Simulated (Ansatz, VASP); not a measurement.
# Two plane-wave programs on MnAlC4N4

INCAR

```
PREC = Accurate
ENCUT = 600
EDIFF = 1E-6
ISMEAR = 0
SIGMA = 0.1
LREAL = F
LASPH = T
NELM = 150
ALGO = Normal
ISIF = 3
LWAVE = F
LCHARG = F
ISPIN = 2
MAGMOM = 4 0 0 0 0 0 0 0 0 0
LORBIT = 11
LMAXMIX = 4
GGA = PE
IBRION = 2
NSW = 90
EDIFFG = -0.04
```

The input KPOINTS:

```
regular mesh
0
Gamma
  4 4 4
```

Contents of POSCAR:

```
MnAlC4N4
1.0
    5.8549090800      0.0000000000      0.0000000000
    0.0000000000      5.8549090800      0.0000000000
    0.0000000000      0.0000000000      5.8549090800
Mn Al C N
1 1 4 4
Direct
    0.0000000000      0.0000000000      0.0000000000
    0.5000000000      0.5000000000      0.5000000000
    0.1911054100      0.1911054100      0.1911054100
    0.1911054100      0.8088945900      0.8088945900
    0.8088945900      0.1911054100      0.8088945900
    0.8088945900      0.8088945900      0.1911054100
    0.3064786500      0.3064786500      0.3064786500
    0.3064786500      0.6935213500      0.6935213500
    0.6935213500      0.3064786500      0.6935213500
    0.6935213500      0.6935213500      0.3064786500
```

Input for Ansatz:

```yaml
crystal:
  lattice:
    - [5.85490908, 0.0, 0.0]
    - [0.0, 5.85490908, 0.0]
    - [0.0, 0.0, 5.85490908]
  atoms:
    - { symbol: Mn, position: [0.0, 0.0, 0.0], spin: 4.0 }
    - { symbol: Al, position: [0.5, 0.5, 0.5] }
    - { symbol: C, position: [0.19110541, 0.19110541, 0.19110541] }
    - { symbol: C, position: [0.19110541, 0.80889459, 0.80889459] }
    - { symbol: C, position: [0.80889459, 0.19110541, 0.80889459] }
    - { symbol: C, position: [0.80889459, 0.80889459, 0.19110541] }
    - { symbol: "N", position: [0.30647865, 0.30647865, 0.30647865] }
    - { symbol: "N", position: [0.30647865, 0.69352135, 0.69352135] }
    - { symbol: "N", position: [0.69352135, 0.30647865, 0.69352135] }
    - { symbol: "N", position: [0.69352135, 0.69352135, 0.30647865] }
basis:
  ecutwfc: 420
kpoints:
  mp_grid: { grid: [4, 4, 4] }
hamiltonian:
  xc: pbe
scf:
  occupations: { method: gaussian, width: 0.1 }
  lower_state_search: "off"
output:
  forces: true
  stress: true
  eigenvalues: true
  populations: true
magnetization:
  spin_polarized: true
relax:
  adjacent_minimum: "off"
  f_tol: 0.04
  max_steps: 70
  cell: { stress_tol: 0.4 }
```

Alike in both runs: task relaxation of cell and atoms; functional PBE; k mesh 4 × 4 × 4; occupations gaussian, width 0.1 eV; collinear spin.

```csv
,VASP,Ansatz
version,VASP 6.6.1,Ansatz 0.2.0
potentials or method,"VASP PAW PBE potentials, release 64 (Mn_pv, Al, C, N), cutoff 600 eV","scalar-relativistic, plane waves, PAW"
valence electrons in the cell,52,54
```

```tsv
	VASP	Ansatz	Ansatz less VASP
gap on the k mesh at the Fermi level, each at its own relaxed structure (eV)	none	none	-
net moment per atom (μB)	0.40	0.40	0.000
size of the moment on the site where the two differ most (μB)	3.08	2.63	-0.451
relaxed volume (Å³/atom)	19.16	19.20	+0.039
relaxed cell length with the largest relative difference (Å)	5.765	5.769	+0.0039
```

Site moments also hang on the region over which each program counts them. A gap of «none» marks a metal or a gap that the smearing closes. VASP's potentials hold 52 valence electrons a cell and Ansatz's 54, so a difference there can come from the potentials and not from the codes.

Noted on VASP's run: the standard files for N, O and F lose accuracy on very short bonds.
